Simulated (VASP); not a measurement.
A run of VASP 6.6.1 is set up as follows.

INCAR

```
ALGO = Normal
EDIFF = 1E-8
ENCUT = 520
GGA = PE
ISIF = 2
ISMEAR = -1
LASPH = True
LCHARG = False
LEFG = True
LREAL = False
LWAVE = False
NBANDS = 16
NELM = 100
PREC = Accurate
SIGMA = 0.03
```

Contents of KPOINTS:

```
k-points
0
Gamma
  9 9 9
```

File POSCAR:

```
CuI
1.0
    0.0000000000      2.9905287613      2.9905287613
    2.9905287613      0.0000000000      2.9905287613
    2.9905287613      2.9905287613      0.0000000000
Cu I
1 1
Direct
    0.7500000000      0.7500000000      0.7500000000
    0.0000000000      0.0000000000      0.0000000000
```

Potentials or basis: VASP PAW PBE potentials, release 64 (Cu, I).

Launch:

```console
$ cat potpaw_PBE.64/Cu/POTCAR potpaw_PBE.64/I/POTCAR > POTCAR
$ mpirun -np 1 vasp_std > vasp.out
```

(1) Estimate the pressure.

(2) Predict the band gap on the k mesh.

## Answers

(1) 2.2 GPa.

(2) 1.26 eV.

Caveat: spin-orbit coupling is left out, which moves the levels of the heavy elements.
